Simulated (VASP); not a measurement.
GaN, 2 atoms in the cell. It takes space group F-43m (No. 216, cubic). Conventional cell: a = 4.446 Å, b = 4.446 Å, c = 4.446 Å, α = 90.00°, β = 90.00°, γ = 90.00°. Ga (site symmetry -43m) has 4 N at 1.93 Å within 2.6 Å. Within 2.6 Å of N (site symmetry -43m) lie 4 Ga at 1.93 Å. 

* Program: VASP 6.6.1
* Task: single point
* Functional: PBEsol-based global hybrid
* Potentials or basis: VASP PAW PBE potentials, release 64 (Ga_d, N)
* Cutoff: 520 eV
* k mesh: 5 × 5 × 5
* Occupations: fermi-dirac, width 0.05 eV
* Spin: no spin polarisation
* Dipole correction: no
* Grid for exact exchange (PRECFOCK): Normal
* Share of exact exchange: 0.25
* Further INCAR settings: ALGO = Normal; EDIFF = 1e-06; NBANDS = 16

Potentials or basis: VASP PAW PBE potentials, release 64 (Ga_d, N).

Launch:

```console
$ cat potpaw_PBE.64/Ga_d/POTCAR potpaw_PBE.64/N/POTCAR > POTCAR
$ cp INCAR.step1 INCAR
$ mpirun -np 1 vasp_std > vasp.out
$ cp INCAR.step2 INCAR
$ mpirun -np 1 vasp_std > vasp.out
```

Hardware: 1 thread of Intel(R) Xeon(R) Platinum 8175M CPU @ 2.50GHz (Skylake/Cascade Lake) (shared host).

Problem. Estimate the wall time of this run.

Solution. Wall time 11 min on 1 thread of Intel(R) Xeon(R) Platinum 8175M CPU @ 2.50GHz (Skylake/Cascade Lake), on a shared host, peak memory 0.15 GiB. Counts: k points 10.
